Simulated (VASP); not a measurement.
Crystal: ZrB2.

```xyz
3
Lattice="3.2322 0.0000 0.0000 -1.6161 2.7991 0.0000 0.0000 0.0000 3.6023" Properties=species:S:1:pos:R:3 pbc="T T T"
Zr    0.0000    0.0000    0.0000
B     1.6161    0.9330    1.8011
B     0.0000    1.8661    1.8011
```

This cell differs from its parent crystal: volume scaled by 1.06.

Base run:

| Item | Value |
| --- | --- |
| Program | VASP 6.6.1 |
| Functional | PBEsol |
| Potentials or basis | VASP PAW PBE potentials, release 64 (Zr_sv, B) |
| Cutoff | 520 eV |
| k mesh | 10 × 10 × 8 |
| Occupations | fermi-dirac, width 0.05 eV |
| Spin | no spin polarisation |

Its results: band gap on the k mesh zero (band 9 reaches 10.32 eV, above the bottom of band 10 at 9.58 eV); pressure -16.0 GPa.

Q: The run is repeated on the same cell with these changes: functional from PBEsol to r2SCAN. What comes out?

A: Band gap on the k mesh zero (band 9 reaches 10.60 eV, above the bottom of band 10 at 9.80 eV); pressure -12.0 GPa.

Caveats: the PAW data sets were made with another functional, which shifts forces and pressure a little.
